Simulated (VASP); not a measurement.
Write the native input for VASP 6.6.1 that does the following.

```
Task                   : single point
Functional             : LDA
Potentials or basis    : VASP PAW LDA potentials, release 64 (Hf_pv, C)
Cutoff                 : 520 eV
k mesh                 : 8 × 8 × 5
Occupations            : fermi-dirac, width 0.1 eV
Spin                   : no spin polarisation
Dipole correction      : no
Further INCAR settings : ALGO = Normal; EDIFF = 1e-06; NBANDS = 22
```

The structure of HfC lies in POSCAR:

```
HfC
1.0
    3.3650048809      0.0000000000      0.0000000000
   -1.6825024455      2.9141797100      0.0000000000
    0.0000000000      0.0000000000      5.2371700637
Hf C
2 2
Direct
    0.6666666667      0.3333333333      0.7500000000
    0.3333333333      0.6666666667      0.2500000000
    0.0000000000      0.0000000000      0.0000000000
    0.0000000000      0.0000000000      0.5000000000
```

These files were run (other wordings do the same):

INCAR

```
SYSTEM = HfC
PREC = Accurate ; ENCUT = 520
EDIFF = 1E-6 ; ISMEAR = -1
SIGMA = 0.1 ; LREAL = .False.
LASPH = .True. ; NELM = 80
ALGO = Normal ; ISIF = 2
LWAVE = .False. ; LCHARG = .True.
GGA = CA ; LELF = .True.
LVHAR = .True. ; NBANDS = 22
```

KPOINTS

```
regular mesh
0
Gamma
  8 8 5
  0 0 0
```

Potentials or basis: VASP PAW LDA potentials, release 64 (Hf_pv, C).

Run with:

```sh
$ cat potpaw_LDA.64/Hf_pv/POTCAR potpaw_LDA.64/C/POTCAR > POTCAR
$ mpirun -np 1 vasp_std > vasp.out
```

Results of the run:

```
Pressure               : -16.4 GPa
Band gap on the k mesh : zero (band 14 reaches 7.11 eV, above the bottom of band 15 at 5.96 eV)
```

Caveat: spin-orbit coupling is left out, which moves the levels of the heavy elements.

Run time: 27 s on 1 thread of Intel(R) Xeon(R) Platinum 8259CL CPU @ 2.50GHz (Skylake/Cascade Lake), on a shared host, peak memory 0.17 GiB.
